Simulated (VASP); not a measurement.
Wanted: the native input for a VASP 6.6.1 run.

- Task: single point
- Functional: r2SCAN
- Potentials or basis: VASP PAW PBE potentials, release 64 (K_sv, Cl)
- Cutoff: 520 eV
- k mesh: 5 × 5 × 5
- Occupations: methfessel-paxton, width 0.0166 eV
- Spin: no spin polarisation
- Dipole correction: no
- Further INCAR settings: ALGO = Normal; EDIFF = 1e-06; NBANDS = 15

The system is KCl.

```
K Cl
1.0
     0.00000    3.15390    3.15390
     3.15390    0.00000    3.15390
     3.15390    3.15390    0.00000
K Cl
1 1
Direct
  0.00000 0.00000 0.00000
  0.50000 0.50000 0.50000
```

These files were run (other wordings do the same):

POSCAR

```
KCl
1.0
    0.0000000000      3.1538990000      3.1538990000
    3.1538990000      0.0000000000      3.1538990000
    3.1538990000      3.1538990000      0.0000000000
K Cl
1 1
Direct
    0.0000000000      0.0000000000      0.0000000000
    0.5000000000      0.5000000000      0.5000000000
```

INCAR.step1

```
SYSTEM = KCl
PREC = Accurate
ENCUT = 520
ISMEAR = 1
SIGMA = 0.0166
LREAL = .False.
LASPH = .True.
NELM = 100
NBANDS = 15
GGA = PE
ALGO = Normal
EDIFF = 1E-4
LWAVE = .True.
LCHARG = .False.
```

INCAR.step2

```
SYSTEM = KCl
PREC = Accurate
ENCUT = 520
EDIFF = 1E-6
ISMEAR = 1
SIGMA = 0.0166
LREAL = .False.
LASPH = .True.
NELM = 100
ALGO = Normal
ISIF = 2
LWAVE = .False.
LCHARG = .True.
METAGGA = R2SCAN
LMIXTAU = .True.
LELF = .True.
LVHAR = .True.
NBANDS = 15
ISTART = 1
```

KPOINTS

```
Automatic mesh
0
Gamma
  5 5 5
  0 0 0
```

Potentials or basis: VASP PAW PBE potentials, release 64 (K_sv, Cl).

The run is started by

```bash
$ cat potpaw_PBE.64/K_sv/POTCAR potpaw_PBE.64/Cl/POTCAR > POTCAR
$ cp INCAR.step1 INCAR
$ mpirun -np 1 vasp_std > vasp.out
$ cp INCAR.step2 INCAR
$ mpirun -np 1 vasp_std > vasp.out
```

Results of the run:

```json
{"Pressure": "-0.2 GPa", "Band gap on the k mesh": "5.80 eV, direct"}
```

Caveat: the PAW data sets were made with another functional, which shifts forces and pressure a little.

Run time: 45 s on 1 thread of Intel Xeon 6975P-C, with other jobs on the host, peak memory 0.22 GiB.
